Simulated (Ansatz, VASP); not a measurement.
## Two plane-wave programs on ZrS

INCAR

```
  PREC = Accurate
  ENCUT = 520
  EDIFF = 1E-6
  ISMEAR = 0
  SIGMA = 0.15
  LREAL = False
  LASPH = True
  NELM = 100
  ALGO = Normal
  ISIF = 2
  LWAVE = False
  LCHARG = True
  LELF = True
  LVHAR = True
  NBANDS = 16
```

File KPOINTS:

```
Automatic mesh
0
Gamma
  16 16 16
```

The input POSCAR:

```
ZrS
1.0
    0.0000000000      2.5671447250      2.5671447250
    2.5671447250      0.0000000000      2.5671447250
    2.5671447250      2.5671447250      0.0000000000
Zr S
1 1
Direct
   -0.0073447758      0.0073447758      0.0073447758
    0.5208987049      0.4791012951      0.4791012951
```

Input for Ansatz:

```yaml
crystal:
  lattice:
    - [0.0, 2.567144725, 2.567144725]
    - [2.567144725, 0.0, 2.567144725]
    - [2.567144725, 2.567144725, 0.0]
  atoms:
    - { symbol: Zr, position: [-0.0073447758, 0.0073447758, 0.0073447758] }
    - { symbol: S, position: [0.5208987049, 0.4791012951, 0.4791012951] }
basis:
  ecutwfc: 420
kpoints:
  mp_grid: { grid: [16, 16, 16] }
hamiltonian:
  xc: lda
  pseudopotentials: { kind: paw, azcp: { folder: soft_1 } }
scf:
  occupations: { method: gaussian, width: 0.15 }
output:
  forces: true
  stress: true
  eigenvalues: true
```

Change from the starting cell: mode 4 frozen in at -0.107 Å, normal strain along x +0.0000.

Alike in both runs: task single point; functional LDA; k mesh 16 × 16 × 16; occupations gaussian, width 0.15 eV; no spin polarisation.

```csv
,VASP,Ansatz
version,VASP 6.6.1,Ansatz 0.2.0
potentials or method,"VASP PAW LDA potentials, release 64 (Zr_sv, S), cutoff 520 eV","scalar-relativistic, plane waves, PAW"
valence electrons in the cell,18,18
```

VASP gave:

```
gap on the k mesh at the Fermi level (eV)                     : none
pressure (GPa)                                                : 1.7
traceless stress, the component that is largest in VASP (GPa) : 3.95
rms of the force components (eV/Å)                            : 0.614
```

Question: Estimate Ansatz's values.

Answer: gap on the k mesh at the Fermi level (eV): none; pressure (GPa): 1.5; traceless stress, the component that is largest in VASP (GPa): 3.94; rms of the force components (eV/Å): 0.607.

Ansatz warns that its potentials were made for another functional, while VASP's fit it. LDA's correlation is that of Perdew and Zunger in VASP and of Perdew and Wang (1992) in Ansatz. Atom by atom the forces differ by 0.006 eV/Å (rms over components). A gap of «none» marks a metal or a gap that the smearing closes.
